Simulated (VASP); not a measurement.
# ZnCd2Te3 (P6/mmm) in VASP: a series of runs

The runs below take ZnCd2Te3 through relaxation of cell and atoms, single point, with PBE.

All numbers are computed with VASP 6.6.1; they aren't measurements. Logs are shortened: lines on timing, memory, paths and dates and some standing lists are left out, and cuts for length are marked.

## 1. The cell of the first run

It takes space group P6/mmm (No. 191, hexagonal). The conventional cell has a = 4.776 Å, b = 4.776 Å, c = 9.153 Å, α = 90.00°, β = 90.00°, γ = 120.00°. Within 2.6 Å of Zn (site symmetry 6/mmm) lie 2 Te at 1.98 Å. Cd (site symmetry -6m2) has 3 Cd at 2.76 Å and 3 Zn at 2.76 Å and 6 Te at 3.39 Å within 3.6 Å. Within 2.6 Å of Te (site symmetry 6mm) lie 1 Zn at 1.98 Å and 1 Te at 2.60 Å. Te (site symmetry 6/mmm) has 2 Te at 2.60 Å within 3.4 Å.

The cell was generated, and may not be a known phase.

## 2. Relaxation of cell and atoms, PBE

INCAR

```
ALGO = Normal
EDIFF = 1E-6
EDIFFG = -0.04
ENCUT = 600
GGA = PE
IBRION = 2
ISIF = 3
ISMEAR = 0
LASPH = T
LCHARG = F
LREAL = F
LWAVE = F
NELM = 80
NSW = 90
PREC = Accurate
SIGMA = 0.1
```

KPOINTS

```
k-points
0
Gamma
  6 6 2
```

POSCAR

```
ZnCd2Te3
1.0
    4.7759230000      0.0000000000      0.0000000000
   -2.3879615000      4.1360706400      0.0000000000
    0.0000000000      0.0000000000      9.1526576700
Zn Cd Te
1 2 3
Direct
    0.0000000000      0.0000000000      0.0000000000
    0.3333333300      0.6666666700      0.0000000000
    0.6666666700      0.3333333300      0.0000000000
    0.0000000000      0.0000000000      0.2160883000
    0.0000000000      0.0000000000      0.7839117000
    0.0000000000      0.0000000000      0.5000000000
```

Potentials or basis: VASP PAW PBE potentials, release 64 (Zn, Cd, Te).

Run with:

```bash
$ cat potpaw_PBE.64/Zn/POTCAR potpaw_PBE.64/Cd/POTCAR potpaw_PBE.64/Te/POTCAR > POTCAR
$ mpirun -np 1 vasp_std > vasp.out
```

OUTCAR:

```text
EDIFF = 1E-6
   EDIFFG = -0.04
   ENCUT = 600
   GGA = PE
   IBRION = 2
   ISIF = 3
   ISMEAR = 0
   LASPH = T
   LREAL = F
   NELM = 80
   NSW = 90
   PREC = Accurate

 ion  position               nearest neighbor table
   1  0.000  0.000  0.000-   4 1.98   5 1.98   2 2.76   3 2.76   2 2.76   3 2.76   3 2.76   2 2.76

   2  0.333  0.667  0.000-   3 2.76   1 2.76   3 2.76   1 2.76   1 2.76   3 2.76   4 3.39   5 3.39
                             5 3.39   4 3.39   5 3.39   4 3.39
   3  0.667  0.333  0.000-   2 2.76   1 2.76   2 2.76   1 2.76   1 2.76   2 2.76   4 3.39   5 3.39
                             4 3.39   5 3.39   4 3.39   5 3.39
   4  0.000  0.000  0.216-   1 1.98   6 2.60   3 3.39   2 3.39   2 3.39   3 3.39   3 3.39   2 3.39

   5  0.000  0.000  0.784-   1 1.98   6 2.60   3 3.39   2 3.39   2 3.39   3 3.39   3 3.39   2 3.39

   6  0.000  0.000  0.500-   4 2.60   5 2.60

  LATTYP: Found a hexagonal cell.
 ALAT       =     4.7759230000
 C/A-ratio  =     1.9164165063

  Lattice vectors:

 A1 = (   4.7759230000,   0.0000000000,   0.0000000000)
 A2 = (  -2.3879615000,   4.1360706400,   0.0000000000)
 A3 = (   0.0000000000,   0.0000000000,   9.1526576700)

Analysis of symmetry for initial positions (statically):
=====================================================================
 Subroutine PRICEL returns:
 Original cell was already a primitive cell.

 Routine SETGRP: Setting up the symmetry group for a
 hexagonal supercell.

 Subroutine GETGRP returns: Found 24 space group operations
 (whereof 24 operations were pure point group operations)
 out of a pool of 24 trial point group operations.

The static configuration has the point symmetry D_6h.

Analysis of symmetry for dynamics (positions and initial velocities):
=====================================================================
 Subroutine PRICEL returns:
 Original cell was already a primitive cell.

 Routine SETGRP: Setting up the symmetry group for a
 hexagonal supercell.

 Subroutine GETGRP returns: Found 24 space group operations
 (whereof 24 operations were pure point group operations)
 out of a pool of 24 trial point group operations.

The dynamic configuration has the point symmetry D_6h.

 Subroutine INISYM returns: Found 24 space group operations
 (whereof 24 operations are pure point group operations),
 and found     1 'primitive' translations

----------------------------------------------------------------------------------------

                                     Primitive cell

  volume of cell :     180.7975

  direct lattice vectors                    reciprocal lattice vectors
     4.775923000  0.000000000  0.000000000     0.209383610  0.120887684  0.000000000
    -2.387961500  4.136070640  0.000000000     0.000000000  0.241775368  0.000000000
     0.000000000  0.000000000  9.152657670     0.000000000  0.000000000  0.109257883

  length of vectors
     4.775923000  4.775922996  9.152657670     0.241775368  0.241775368  0.109257883

  position of ions in fractional coordinates (direct lattice)
     0.000000000  0.000000000  0.000000000
     0.333333330  0.666666670  0.000000000
     0.666666670  0.333333330  0.000000000
     0.000000000  0.000000000  0.216088300
     0.000000000  0.000000000  0.783911700
     0.000000000  0.000000000  0.500000000

  ion indices of the primitive-cell ions
   primitive index   ion index
                 1           1
                 2           2
                 3           3
                 4           4
                 5           5
                 6           6

----------------------------------------------------------------------------------------

 KPOINTS: k-points

Automatic generation of k-mesh.
 Grid dimensions read from file:
 generate k-points for:    6    6    2

 Generating k-lattice:

  Cartesian coordinates                     Fractional coordinates (reciprocal lattice)
     0.034897268  0.020147947  0.000000000     0.166666667  0.000000000  0.000000000
     0.000000000  0.040295895  0.000000000     0.000000000  0.166666667  0.000000000
     0.000000000  0.000000000  0.054628941     0.000000000  0.000000000  0.500000000

  Length of vectors
     0.040295895  0.040295895  0.054628941

  Shift w.r.t. Gamma in fractional coordinates (k-lattice)
     0.000000000  0.000000000  0.000000000

 Subroutine IBZKPT returns following result:
 ===========================================

 Found     14 irreducible k-points:

 Following reciprocal coordinates:
            Coordinates               Weight
  0.000000  0.000000  0.000000      1.000000
  0.166667 -0.000000  0.000000      6.000000
  0.333333  0.000000  0.000000      6.000000
  0.500000  0.000000  0.000000      3.000000
  0.166667  0.166667  0.000000      6.000000
  0.333333  0.166667  0.000000     12.000000
  0.333333  0.333333  0.000000      2.000000
  0.000000  0.000000  0.500000      1.000000
  0.166667 -0.000000  0.500000      6.000000
  0.333333  0.000000  0.500000      6.000000
  0.500000  0.000000  0.500000      3.000000
  0.166667  0.166667  0.500000      6.000000
  0.333333  0.166667  0.500000     12.000000
  0.333333  0.333333  0.500000      2.000000
   k-points           NKPTS =     14   k-points in BZ     NKDIM =     14   number of bands    NBANDS=     32
   number of dos      NEDOS =    301   number of ions     NIONS =      6
   total plane-waves  NPLWV = 128000
   dimension x,y,z NGX =    40 NGY =   40 NGZ =   80
   dimension x,y,z NGXF=    80 NGYF=   80 NGZF=  160
   ions per type =               1   2   3
   NGX,Y,Z   is equivalent  to a cutoff of  13.92, 13.92, 14.53 a.u.
   NGXF,Y,Z  is equivalent  to a cutoff of  27.85, 27.85, 29.06 a.u.
 SYSTEM =  unknown system
   PREC   = accura    normal or accurate (medium, high low for compatibility)
   ISTART =      0    job   : 0-new  1-cont  2-samecut
   ICHARG =      2    charge: 1-file 2-atom 10-const
   ISPIN  =      1    spin polarized calculation?
   LNONCOLLINEAR =      F non collinear calculations
   LSORBIT =      F    spin-orbit coupling
   LASPH  =      T    aspherical Exc in radial PAW
   ENCUT  =  600.0 eV  44.10 Ry    6.64 a.u.   9.54  9.54 18.28*2*pi/ulx,y,z
   NELM   =     80;   NELMIN=  2; NELMDL= -5     # of ELM steps
   EDIFF  = 0.1E-05   stopping-criterion for ELM
   LREAL  =      F    real-space projection
   EDIFFG = -.4E-01   stopping-criterion for IOM
   NSW    =     90    number of steps for IOM
   IBRION =      2    ionic relax: 0-MD 1-quasi-New 2-CG
   NFREE  =      1    steps in history (QN), initial steepest desc. (CG)
   ISIF   =      3    stress and relaxation
   ISYM   =      2    0-nonsym 1-usesym 2-fastsym
   POTIM  = 0.5000    time-step for ionic-motion
   TEBEG  =    0.0;   TEEND  =   0.0 temperature during run
   PSTRESS=    0.0 pullay stress
   NELECT =      54.0000    total number of electrons
   NUPDOWN=      -1.0000    fix difference up-down
   EMIN   =  10.00;   EMAX   =-10.00  energy-range for DOS
   EFERMI =   0.00;   METHOD = LEGACY
   ISMEAR =     0;   SIGMA  =   0.10  broadening in eV -4-tet -1-fermi 0-gaus
   EFERMI_NEDOS =   21; number of points for ismear=-14 and -15
   IALGO  =     38    algorithm
   IMIX   =      4    mixing-type and parameters
     AMIX     =   0.40;   BMIX     =  1.00
     AMIX_MAG =   1.60;   BMIX_MAG =  1.00
  volume/ion in A,a.u.               =      30.13       203.35
  Fermi-wavevector in a.u.,A,eV,Ry     =   1.094314  2.067953 16.293289  1.197523
  Thomas-Fermi vector in A             =   2.230616
   LORBIT       =      0    0 simple, 1 ext, 2 COOP (PROOUT), +10 PAW based schemes
   GGA     = PE    functional components
   LHFCALC =     F    Hartree Fock is set to
   AEXX    =    0.0000 exact exchange contribution
   IVDW    =     0    specifies the selected vdW correction
   LEPSILON=     F    determine dielectric tensor
   LRPA    =     F    only Hartree local field effects (RPA)
 conjugate gradient relaxation of ions
 non-spin polarized calculation
 Gauss-broadening in eV      SIGMA  =   0.10
  energy-cutoff  :      600.00
  volume of cell :      180.80
 maximum number of plane-waves:      6073
 NGX is ok and might be reduce to    40
   NGX = 19   NGY = 19   NGZ = 37

--------------------------------------- Ionic step        1  -------------------------------------------

 number of electron      53.9999998 magnetization

 Free energy of the ion-electron system (eV)
  ---------------------------------------------------
  ext. energy  EPLUGINS =         0.00000000
  ---------------------------------------------------
  free energy    TOTEN  =        -3.35289875 eV

  energy without entropy =       -3.33178260  energy(sigma->0) =       -3.34234068

------------------------ aborting loop because EDIFF is reached ----------------------------------------

  FORCE on cell =-STRESS in cart. coord.  units (eV):
  Direction    XX          YY          ZZ          XY          YZ          ZX
  --------------------------------------------------------------------------------------
  -------------------------------------------------------------------------------------
  Total        9.4870926      9.4870925     72.6310621     -0.0000000      0.0000000     -0.0000000
  in kB       84.0719726     84.0719724    643.6362482     -0.0000000      0.0000000     -0.0000000
  external PRESSURE =     270.5933977 kB  Pullay stress =       0.0000000 kB
[... 101 lines left out ...]
  FREE ENERGIE OF THE ION-ELECTRON SYSTEM (eV)
  ---------------------------------------------------
  free  energy   TOTEN  =        -8.0790800349 eV

  energy  without entropy=       -8.0221852922  energy(sigma->0) =       -8.05063266

 E-fermi :  -0.1907     XC(G=0):  -7.0016

 val. band max:       -0.1932681070   @ k =   0.3333   0.3333   0.0000
 cond. band min:      -0.1727406718   @ k =   0.0000   0.0000   0.0000
 fundamental gap:      0.0205274352
 Fermi energy:        -0.1906589550

 k-point     1 :       0.0000    0.0000    0.0000
  band No.  band energies     occupation
      1     -10.8460      2.00000
      2      -9.9454      2.00000
      3      -9.3923      2.00000
      4      -9.2017      2.00000
      5      -9.0081      2.00000
      6      -9.0081      2.00000
[... 479 lines left out ...]
     31       2.9834      0.00000
     32       2.9834      0.00000

[... ionic steps 4 to 10 ...]

--------------------------------------- Ionic step       11  -------------------------------------------

 number of electron      53.9999971 magnetization

------------------------ aborting loop because EDIFF is reached ----------------------------------------
[... 75 lines left out ...]
--------------------------------------- Ionic step       13  -------------------------------------------

 number of electron      53.9999975 magnetization

 Free energy of the ion-electron system (eV)
  ---------------------------------------------------
  ext. energy  EPLUGINS =         0.00000000
  ---------------------------------------------------
  free energy    TOTEN  =       -10.46169689 eV

  energy without entropy =      -10.43535777  energy(sigma->0) =      -10.44852733

 E-fermi :   1.5036     XC(G=0):  -7.8671

 val. band max:        1.4791339436   @ k =   0.1667  -0.0000   0.5000
 cond. band min:       1.5347314075   @ k =   0.1667  -0.0000   0.0000
 fundamental gap:      0.0555974640
 Fermi energy:         1.5036450844

 k-point     1 :       0.0000    0.0000    0.0000
  band No.  band energies     occupation
      1     -10.4040      2.00000
      2      -9.3353      2.00000
      3      -8.3412      2.00000
      4      -7.8247      2.00000
      5      -7.4895      2.00000
      6      -7.4895      2.00000
[... 512 lines left out ...]
  FREE ENERGIE OF THE ION-ELECTRON SYSTEM (eV)
  ---------------------------------------------------
  free  energy   TOTEN  =       -10.4616968945 eV

  energy  without entropy=      -10.4353577666  energy(sigma->0) =      -10.44852733

 reached required accuracy - stopping structural energy minimisation
```

It took 30 min on 1 thread of Intel Xeon 8259CL, shared host; peak memory 0.44 GiB.

What came out:

```
Free energy                           : -10.4617 eV
Relaxed volume                        : 38.69 Å³/atom
Relaxed cell                          : a = 4.965 Å, b = 4.965 Å, c = 10.873 Å, α = 90.00°, β = 90.00°, γ = 120.00°
Space group after relaxing (to 0.1 Å) : P6/mmm (No. 191)
Energy gained by relaxing             : 1184.8 meV/atom
Ionic steps                           : 13
Pressure after relaxing               : 0.1 GPa
Largest force after relaxing          : 0.017 eV/Å
Band gap on the k mesh                : zero (bands 27 and 28 overlap by 0.90 eV)
```

Forces on the atoms (eV/Å):
```
Zn   0.000  0.000  0.000
Cd   0.000  0.000  0.000
Cd   0.000  0.000  0.000
Te   0.000  0.000 -0.017
Te   0.000  0.000  0.017
Te   0.000  0.000  0.000
```

The path:
| step | energy change (eV) | largest force (eV/Å) | pressure (GPa) | volume (Å³) |
| --- | --- | --- | --- | --- |
| 1 | 0.0000 | 11.9359 | 27.06 | 180.80 |
| 2 | -4.1550 | 1.1761 | -3.72 | 331.74 |
| 3 | -4.7262 | 0.9951 | -3.59 | 311.46 |
| 4 | -5.2164 | 0.7826 | -3.54 | 295.00 |
| 5 | -6.9994 | 0.4693 | -0.76 | 235.20 |
| 6 | -6.7312 | 0.4475 | 4.55 | 210.86 |
| 7 | -7.0516 | 0.6110 | 0.18 | 229.20 |
| 8 | -7.0582 | 0.6341 | 0.58 | 226.86 |
| 9 | -7.0567 | 0.6259 | 0.41 | 227.82 |
| 10 | -7.0786 | 0.3022 | -0.21 | 231.50 |
| 11 | -7.0792 | 0.2400 | -0.34 | 232.29 |
| 12 | -7.1006 | 0.1422 | -0.17 | 232.23 |
| 13 | -7.1088 | 0.0165 | 0.07 | 232.13 |

Final structure:
```yaml
crystal:
  lattice:
    - [4.96504, 0.00000, 0.00000]
    - [-2.48252, 4.29985, 0.00000]
    - [0.00000, 0.00000, 10.87335]
  atoms:
    - { symbol: Zn, position: [0.00000, 0.00000, 0.00000] }
    - { symbol: Cd, position: [0.33333, 0.66667, 0.00000] }
    - { symbol: Cd, position: [0.66667, 0.33333, 0.00000] }
    - { symbol: Te, position: [0.00000, 0.00000, 0.24465] }
    - { symbol: Te, position: [0.00000, 0.00000, 0.75535] }
    - { symbol: Te, position: [0.00000, 0.00000, 0.50000] }
```

Caveat: the volume moved by over 15 % at a fixed basis, so the end points are rough; spin-orbit coupling is left out, which moves the levels of the heavy elements.

## 3. Single point, PBE

This run uses another cell than the first one, of 38.28 Å³/atom.

INCAR

```
ALGO     = Normal         # electronic algorithm
EDIFF    = 1E-6           # SCF threshold, eV
ENCUT    = 520            # plane-wave cutoff, eV
GGA      = PE             # functional
ISIF     = 2              # what is computed and relaxed
ISMEAR   = 0              # smearing method
LASPH    = True           # aspherical terms in the spheres
LCHARG   = False          # write CHGCAR
LREAL    = False          # projectors in reciprocal space
LWAVE    = False          # write WAVECAR
NBANDS   = 36             # bands
NELM     = 80             # most SCF steps
PREC     = Accurate       # precision mode
SIGMA    = 0.1            # smearing width, eV
```

KPOINTS

```
k-points
0
Gamma
  12 12 4
```

POSCAR

```
ZnCd2Te3
1.0
    4.9099308577      0.0000000000      0.0000000000
   -2.4549654289      4.2521248536      0.0000000000
    0.0000000000      0.0000000000     11.0004834332
Zn Cd Te
1 2 3
Direct
    0.0000000000      0.0000000000      0.0000000000
    0.3333333333      0.6666666667      0.0000000000
    0.6666666667      0.3333333333      0.0000000000
    0.0000000000      0.0000000000      0.2456304343
    0.0000000000      0.0000000000      0.7543695657
    0.0000000000      0.0000000000      0.5000000000
```

Potentials or basis: VASP PAW PBE potentials, release 64 (Zn, Cd, Te).

Run with:

```bash
$ cat potpaw_PBE.64/Zn/POTCAR potpaw_PBE.64/Cd/POTCAR potpaw_PBE.64/Te/POTCAR > POTCAR
$ mpirun -np 1 vasp_std > vasp.out
```

Run time: 15 min. Hardware: 1 thread of Intel Xeon 8259CL, shared host; peak memory 0.68 GiB.

Results (log left out):

* Free energy: -10.3360 eV
* Pressure: 0.1 GPa
* Largest force: 0.015 eV/Å
* Band gap on the k mesh: zero (bands 27 and 28 overlap by 1.08 eV)

Forces on the atoms (eV/Å):
```
Zn   0.000  0.000  0.000
Cd   0.000  0.000  0.000
Cd   0.000  0.000  0.000
Te   0.000  0.000  0.015
Te   0.000  0.000 -0.015
Te   0.000  0.000  0.000
```

Stress tensor (GPa, compression positive):
```
0.11 0.00 0.00
0.00 0.11 0.00
0.00 0.00 0.01
```

Levels at points of the mesh, in eV from the Fermi level:
```csv
k point,band 25,band 26,band 27,band 28,band 29,band 30
"(0.00, 0.00, 0.00)",-0.50,0.20,0.20,0.91,2.40,2.40
"(0.50, 0.00, 0.00)",-0.85,-0.84,-0.24,-0.03,1.06,2.07
"(0.00, 0.00, 0.50)",-0.85,0.50,0.50,1.17,2.15,2.40
"(0.50, 0.00, 0.50)",-1.54,-1.07,-0.84,0.25,0.45,0.73
```

Caveat: spin-orbit coupling is left out, which moves the levels of the heavy elements.

The gap in the log of VASP goes by the Fermi energy; the results here count the filled bands.